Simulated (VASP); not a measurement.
Wanted: the native input for a VASP 6.6.1 run.

```
Task                   : single point
Functional             : PBEsol
Potentials or basis    : VASP PAW PBE potentials, release 64 (Hg)
Cutoff                 : 520 eV
k mesh                 : 12 × 12 × 4
Occupations            : gaussian, width 0.05 eV
Spin                   : no spin polarisation
Dipole correction      : no
Further INCAR settings : ALGO = Normal; EDIFF = 1e-06; NBANDS = 32
```

The structure of Hg lies in POSCAR:

```
Hg
1.0
    3.5258555108      0.0000000000      0.0000000000
   -1.7629277555      3.0534804425      0.0000000000
    0.0000000000      0.0000000000     11.9957708259
Hg
4
Direct
    0.0000000000      0.0000000000      0.0000000000
    0.3333333300      0.6666666700      0.2500000000
    0.0000000000      0.0000000000      0.5000000000
    0.6666666700      0.3333333300      0.7500000000
```

This cell differs from its parent crystal: strained.

One way to write it, as run:

INCAR

```
SYSTEM = Hg
PREC = Accurate
ENCUT = 520
EDIFF = 1E-6
ISMEAR = 0
SIGMA = 0.05
LREAL = .FALSE.
LASPH = .TRUE.
NELM = 80
ALGO = Normal
ISIF = 2
LWAVE = .FALSE.
LCHARG = .TRUE.
GGA = PS
LELF = .TRUE.
LVHAR = .TRUE.
NBANDS = 32
```

KPOINTS

```
Automatic mesh
0
G
  12 12 4
  0 0 0
```

Potentials or basis: VASP PAW PBE potentials, release 64 (Hg).

Command:

```bash
$ cat potpaw_PBE.64/Hg/POTCAR > POTCAR
$ mpirun -np 1 vasp_std > vasp.out
```

It gave:

| Quantity | Value |
| --- | --- |
| Pressure | -2.7 GPa |

Caveat: the cell differs from its parent crystal (strained); the PAW data sets were made with another functional, which shifts forces and pressure a little.

Wall time 3.5 min on 1 thread of Oxide Virtual Turin-like Processor (shared host), peak memory 0.31 GiB.
